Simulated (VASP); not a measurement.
Set up this calculation in VASP 6.6.1, as the native input.

| Quantity | Value |
| --- | --- |
| Task | single point |
| Functional | PBEsol |
| Potentials or basis | VASP PAW PBE potentials, release 64 (Al, Ni) |
| Cutoff | 520 eV |
| k mesh | 10 × 10 × 10 |
| Occupations | gaussian, width 0.1 eV |
| Spin | no spin polarisation |
| Dipole correction | no |
| Further INCAR settings | ALGO = Normal; EDIFF = 1e-07; NBANDS = 24 |

The structure of AlNi3 lies in POSCAR:

```
AlNi3
1.0
    0.0000000000      2.8018887551      2.8018887551
    2.8018887551      0.0000000000      2.8018887551
    2.8018887551      2.8018887551      0.0000000000
Al Ni
1 3
Direct
    0.5000000000      0.5000000000      0.5000000000
    0.2500000000      0.2500000000      0.2500000000
    0.0000000000      0.0000000000      0.0000000000
    0.7500000000      0.7500000000      0.7500000000
```

These files were run (other wordings do the same):

INCAR

```
PREC     = Accurate       # precision mode
ENCUT    = 520            # plane-wave cutoff, eV
EDIFF    = 1E-7           # SCF threshold, eV
ISMEAR   = 0              # smearing method
SIGMA    = 0.1            # smearing width, eV
LREAL    = False          # projectors in reciprocal space
LASPH    = True           # aspherical terms in the spheres
NELM     = 80             # most SCF steps
ALGO     = Normal         # electronic algorithm
ISIF     = 2              # what is computed and relaxed
LWAVE    = False          # write WAVECAR
LCHARG   = False          # write CHGCAR
GGA      = PS             # functional
NBANDS   = 24             # bands
```

KPOINTS

```
regular mesh
0
Gamma
  10 10 10
```

Potentials or basis: VASP PAW PBE potentials, release 64 (Al, Ni).

Launch:

```sh
$ cat potpaw_PBE.64/Al/POTCAR potpaw_PBE.64/Ni/POTCAR > POTCAR
$ mpirun -np 1 vasp_std > vasp.out
```

It gave:

```
Pressure               : -0.7 GPa
Band gap on the k mesh : zero (an odd number of electrons rules out a gap without spin polarisation)
```

Caveat: the PAW data sets were made with another functional, which shifts forces and pressure a little.

Run time: 100 s on 1 thread of Intel Xeon 8259CL (shared host), peak memory 0.19 GiB.
